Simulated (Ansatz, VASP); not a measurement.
# BaTiO3: VASP beside Ansatz

```
CELL_PARAMETERS angstrom
3.97019 0.00000 0.00000
0.00000 3.97019 0.00000
0.00000 0.00000 3.97019
ATOMIC_POSITIONS crystal
Ba 0.00000 0.00000 0.00000
Ti 0.50000 0.50000 0.50000
O 0.50000 0.50000 0.00000
O 0.00000 0.50000 0.50000
O 0.50000 0.00000 0.50000
```

Alike in both runs: task single point; functional PBEsol; k mesh 4 × 4 × 4; occupations gaussian, width 0.02 eV; no spin polarisation.

|  | VASP | Ansatz |
| --- | --- | --- |
| version | VASP 6.6.1 | Ansatz 0.2.0 |
| potentials or method | VASP PAW PBE potentials, release 64 (Ba_sv, Ti_sv, O_h), cutoff 1340 eV | scalar-relativistic, plane waves, PAW |
| valence electrons in the cell | 40 | 40 |

|  | VASP | Ansatz | Ansatz less VASP |
| --- | --- | --- | --- |
| gap on the k mesh at the Fermi level (eV) | 1.73 | 1.80 | +0.071 |
| least direct gap on the mesh (eV) | 1.85 | 1.87 | +0.025 |
| pressure (GPa) | 1.9 | 0.0 | -1.85 |

VASP's potentials were made for PBE, not for PBEsol, and Ansatz warns of the same on its side.

Neither program's run includes spin-orbit coupling.
